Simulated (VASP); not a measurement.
Crystal: Hf3BiPt.

```
Hf Bi Pt
1.0
     4.62939    0.00000    0.00000
     0.00000    4.62939    0.00000
     0.00000    0.00000    4.62939
Hf Bi Pt
3 1 1
Direct
  0.00000 0.50000 0.50000
  0.50000 0.00000 0.50000
  0.50000 0.50000 0.00000
  0.00000 0.00000 0.00000
  0.50000 0.50000 0.50000
```

| Quantity | Value |
| --- | --- |
| Program | VASP 6.6.1 |
| Task | relaxation of cell and atoms |
| Functional | PBE |
| Potentials or basis | VASP PAW PBE potentials, release 64 (Hf_pv, Bi_d, Pt) |
| Cutoff | 600 eV |
| k mesh | 4 × 4 × 4 |
| Occupations | gaussian, width 0.1 eV |
| Spin | no spin polarisation |

At the start: pressure 50.1 GPa; volume 19.84 Å³/atom.

Question: Where does the relaxation end?

Answer: Over 5 steps the energy falls by 817.9 meV/atom and the volume is 26.39 Å³/atom (+33.0 %); space group Pm-3m (No. 221, to 0.05 Å).

The path:
```
step  energy change (eV)  largest force (eV/Å)  pressure (GPa)  volume (Å³)
   1              0.0000                0.0000           50.15        99.21
   2              2.9402                0.0000          -16.47       217.79
   3             -4.0305                0.0000           -3.54       137.10
   4             -4.0845                0.0000           -1.06       133.40
   5             -4.0894                0.0000            0.02       131.93
```

Final structure:
```yaml
crystal:
  lattice:
    - [5.09077, 0.00000, 0.00000]
    - [0.00000, 5.09077, 0.00000]
    - [0.00000, 0.00000, 5.09077]
  atoms:
    - { symbol: Hf, position: [0.00000, 0.50000, 0.50000] }
    - { symbol: Hf, position: [0.50000, 0.00000, 0.50000] }
    - { symbol: Hf, position: [0.50000, 0.50000, 0.00000] }
    - { symbol: Bi, position: [0.00000, 0.00000, 0.00000] }
    - { symbol: Pt, position: [0.50000, 0.50000, 0.50000] }
```

Caveat: the volume moved by over 15 % at a fixed basis, so the end points are rough.
